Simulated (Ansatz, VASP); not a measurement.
## One calculation of GaN, two programs

The input POSCAR:

```
GaN
1.0
    0.0000000000      2.2535006075      2.2535006075
    2.2535006075      0.0000000000      2.2535006075
    2.2535006075      2.2535006075      0.0000000000
Ga N
1 1
Direct
    0.0000000000      0.0000000000      0.0000000000
    0.2500000000      0.2500000000      0.2500000000
```

The input INCAR.step1:

```
SYSTEM = GaN
PREC = Accurate ; ENCUT = 520
EDIFF = 1E-5 ; ISMEAR = -1
SIGMA = 0.05 ; LREAL = .False.
LASPH = .True. ; NELM = 60
ALGO = Normal ; ISIF = 2
LWAVE = .True. ; LCHARG = .False.
GGA = PE ; NBANDS = 16
```

INCAR.step2

```
SYSTEM = GaN
PREC = Accurate ; ENCUT = 520
EDIFF = 1E-6 ; ISMEAR = -1
SIGMA = 0.05 ; LREAL = .False.
LASPH = .True. ; NELM = 60
ALGO = Normal ; ISIF = 2
LWAVE = .False. ; LCHARG = .False.
METAGGA = R2SCAN ; LHFCALC = .True.
AEXX = 0.25 ; LMIXTAU = .True.
PRECFOCK = Normal ; ISTART = 1
NBANDS = 16
```

Contents of KPOINTS:

```
regular mesh
0
Gamma
  5 5 5
  0 0 0
```

input.yaml

```yaml
crystal:
  lattice:
    - [0.0, 2.2535006075, 2.2535006075]
    - [2.2535006075, 0.0, 2.2535006075]
    - [2.2535006075, 2.2535006075, 0.0]
  atoms:
    - { symbol: Ga, position: [0.0, 0.0, 0.0] }
    - { symbol: "N", position: [0.25, 0.25, 0.25] }
hamiltonian:
  xc: r2scan0
  pseudopotentials: { kind: paw }
kpoints:
  mp_grid: { grid: [5, 5, 5] }
  band_path:
    path:
      - [[0.0, 0.0, 0.0], [0.5, 0.0, 0.5], [0.5, 0.25, 0.75], [0.375, 0.375, 0.75], [0.0, 0.0, 0.0], [0.5, 0.5, 0.5], [0.625, 0.25, 0.625], [0.5, 0.25, 0.75], [0.5, 0.5, 0.5], [0.375, 0.375, 0.75]]
      - [[0.625, 0.25, 0.625], [0.5, 0.0, 0.5]]
    npoints: 4
scf:
  occupations: { method: fermi_dirac, width: 0.05 }
  n_extra_bands: 6
output:
  forces: true
  stress: true
  eigenvalues: true
  fatbands: false
```

Alike in both runs: functional r2SCAN0; k mesh 5 × 5 × 5; occupations fermi-dirac, width 0.05 eV; no spin polarisation.

|  | VASP | Ansatz |
| --- | --- | --- |
| version | VASP 6.6.1 | Ansatz 0.2.0 |
| potentials or method | VASP PAW PBE potentials, release 64 (Ga_d, N) | Ansatz PAW |
| plane-wave cutoff (eV) | 520 | 500 |
| valence electrons in the cell | 18 | 18 |
| task | single point | band structure |

|  | VASP | Ansatz | Ansatz less VASP |
| --- | --- | --- | --- |
| gap on the k mesh at the Fermi level (eV) | 4.01 | 3.97 | -0.041 |
| least direct gap on the mesh (eV) | 4.01 | 3.97 | -0.041 |
| pressure (GPa) | -3.8 | -4.9 | -1.02 |

VASP's potentials were made for PBE, not for r2SCAN0.

The k mesh is coarse, so the values compare programs but aren't converged.
